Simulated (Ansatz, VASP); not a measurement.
Two plane-wave programs on Pb

```
Pb
1.0
     0.00000    2.47502    2.47502
     2.47502    0.00000    2.47502
     2.47502    2.47502    0.00000
Pb
1
Cartesian
  0.0000 0.0000 0.0000
```

Alike in both runs: task single point; functional LDA; k mesh 6 × 6 × 6; occupations gaussian, width 0.1 eV; no spin polarisation.

```csv
,VASP,Ansatz
version,VASP 6.6.1,Ansatz 0.2.0
potentials or method,"VASP PAW LDA potentials, release 64 (Pb_d), cutoff 500 eV","scalar-relativistic, plane waves, PAW"
valence electrons in the cell,14,14
```

VASP gave:

| Quantity | Value |
| --- | --- |
| gap on the k mesh at the Fermi level (eV) | none |
| pressure (GPa) | -1.1 |

Question: Which values does Ansatz return?

Answer: gap on the k mesh at the Fermi level (eV): none; pressure (GPa): -1.2.

LDA's correlation is that of Perdew and Zunger in VASP and of Perdew and Wang (1992) in Ansatz. A gap of «none» marks a metal or a gap that the smearing closes.

The k mesh is coarse, so the values compare programs but aren't converged. Spin-orbit coupling is off throughout.
